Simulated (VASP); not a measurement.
Here is a VASP 6.6.1 calculation.

The input INCAR:

```
PREC = Accurate
ENCUT = 520
EDIFF = 1E-6
ISMEAR = 0
SIGMA = 0.1
LREAL = False
LASPH = True
NELM = 100
ALGO = Normal
ISIF = 2
LWAVE = False
LCHARG = False
GGA = PE
NBANDS = 42
```

File KPOINTS:

```
regular mesh
0
Gamma
  6 6 2
```

Contents of POSCAR:

```
Ir2Rh
1.0
    2.7398387000      0.0000000000      0.0000000000
   -1.3699194000      2.3727699000      0.0000000000
    0.0000000000      0.0000000000     13.2879006000
Ir Rh
4 2
Direct
    0.3333333000      0.6666667000      0.0829100000
    0.3333333000      0.6666667000      0.4170900000
    0.6666667000      0.3333333000      0.5829100000
    0.6666667000      0.3333333000      0.9170900000
    0.3333333000      0.6666667000      0.7500000000
    0.6666667000      0.3333333000      0.2500000000
```

Potentials or basis: VASP PAW PBE potentials, release 64 (Ir, Rh_pv).

Launch:

```sh
$ cat potpaw_PBE.64/Ir/POTCAR potpaw_PBE.64/Rh_pv/POTCAR > POTCAR
$ mpirun -np 1 vasp_std > vasp.out
```

**Question.** Predict the pressure.

**Answer.** 0.8 GPa.

**Question.** What does it give for the band gap on the k mesh?

**Answer.** Zero (bands 33 and 34 overlap by 2.73 eV).

**Question.** Estimate the largest force.

**Answer.** 0.119 eV/Å.

Stress tensor (GPa, compression positive):
```
 3.10  0.00  0.00
 0.00  3.10  0.00
 0.00  0.00 -3.84
```

Caveat: the k points lie up to 0.44 Å⁻¹ apart, too coarse for converged energies and pressures of a metal; spin-orbit coupling is left out, which moves the levels of the heavy elements.
